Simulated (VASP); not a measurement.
Write the native input for VASP 6.6.1 that does the following.

| Item | Value |
| --- | --- |
| Task | single point |
| Functional | LDA |
| Potentials or basis | VASP PAW LDA potentials, release 64 (Sr_sv, O) |
| Cutoff | 520 eV |
| k mesh | 5 × 5 × 4 |
| Occupations | fermi-dirac, width 0.01 eV |
| Spin | no spin polarisation |
| Dipole correction | no |
| Further INCAR settings | ALGO = Normal; EDIFF = 1e-07; NBANDS = 24 |

The structure of SrO lies in POSCAR:

```
SrO
1.0
    4.2754660000      0.0000000000      0.0000000000
   -2.1377330000      3.7026620000      0.0000000000
    0.0000000000      0.0000000000      5.1555950000
Sr O
2 2
Direct
    0.3333333333      0.6666666667      0.9381280000
    0.6666666667      0.3333333333      0.4381280000
    0.3333333333      0.6666666667      0.4368720000
    0.6666666667      0.3333333333      0.9368720000
```

The input as run:

INCAR

```
SYSTEM = SrO
PREC = Accurate
ENCUT = 520
EDIFF = 1E-7
ISMEAR = -1
SIGMA = 0.01
LREAL = .False.
LASPH = .True.
NELM = 60
ALGO = Normal
ISIF = 2
LWAVE = .False.
LCHARG = .True.
GGA = CA
LELF = .True.
LVHAR = .True.
NBANDS = 24
```

KPOINTS

```
regular mesh
0
Gamma
  5 5 4
  0 0 0
```

Potentials or basis: VASP PAW LDA potentials, release 64 (Sr_sv, O).

Launch:

```console
$ cat potpaw_LDA.64/Sr_sv/POTCAR potpaw_LDA.64/O/POTCAR > POTCAR
$ mpirun -np 1 vasp_std > vasp.out
```

Results of the run:

```yaml
Pressure: -3.9 GPa
Largest_force: 0.012 eV/Å
Band_gap_on_the_k_mesh: 2.45 eV, direct
```

Run time: 56 s on 1 thread of AMD EPYC 7R43 64-Core Processor (Zen 3) (shared host), peak memory 0.14 GiB.
